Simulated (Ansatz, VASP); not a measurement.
**Two plane-wave programs on AlO2**

```
Al O
1.0
     3.13712    0.00000    0.00000
     0.00000    3.13712    0.00000
     0.00000    0.00000    4.76534
Al O
1 2
Direct
  0.50000 0.50000 0.50000
  0.50000 0.50000 0.85628
  0.50000 0.50000 0.14372
```

Alike in both runs: functional PBE; k mesh 14 × 14 × 10; occupations gaussian, width 0.1 eV; no spin polarisation.

Ansatz relaxed the structure, and its values are those at the end. VASP's run is a single point on that final structure, the one shown.

|  | VASP | Ansatz |
| --- | --- | --- |
| version | VASP 6.6.1 | Ansatz 0.2.0 |
| potentials or method | VASP PAW PBE potentials, release 64 (Al, O), cutoff 520 eV | scalar-relativistic, plane waves, PAW |
| valence electrons in the cell | 15 | 15 |

```csv
,VASP,Ansatz,Ansatz less VASP
gap on the k mesh at the Fermi level (eV),none,none,-
pressure (GPa),0.3,0.0,-0.26
rms of the force components (eV/Å),0.097,0.000,-0.0973
```

A gap of «none» marks a metal or a gap that the smearing closes.
